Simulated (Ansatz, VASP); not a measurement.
Two plane-wave programs on Ta3Br

```xyz
4
Lattice="4.2196 0.0000 0.0000 0.0000 4.2196 0.0000 0.0000 0.0000 4.2196" Properties=species:S:1:pos:R:3 pbc="T T T"
Ta    0.0000    2.1098    2.1098
Ta    2.1098    0.0000    2.1098
Ta    2.1098    2.1098    0.0000
Br    0.0000    0.0000    0.0000
```

Alike in both runs: functional PBE; k mesh 12 × 12 × 12; occupations gaussian, width 0.1 eV; no spin polarisation.

Ansatz relaxed the structure, and its values are those at the end. VASP's run is a single point on that final structure, the one shown.

|  | VASP | Ansatz |
| --- | --- | --- |
| version | VASP 6.6.1 | Ansatz 0.2.0 |
| potentials or method | VASP PAW PBE potentials, release 64 (Ta_pv, Br), cutoff 500 eV | scalar-relativistic, plane waves, PAW |
| valence electrons in the cell | 40 | 46 |

|  | VASP | Ansatz | Ansatz less VASP |
| --- | --- | --- | --- |
| gap on the k mesh at the Fermi level (eV) | none | none | - |
| pressure (GPa) | 0.0 | 0.0 | -0.06 |

A gap of «none» marks a metal or a gap that the smearing closes. VASP's potentials hold 40 valence electrons a cell and Ansatz's 46, so a difference there can come from the potentials and not from the codes.

Spin-orbit coupling is off throughout.
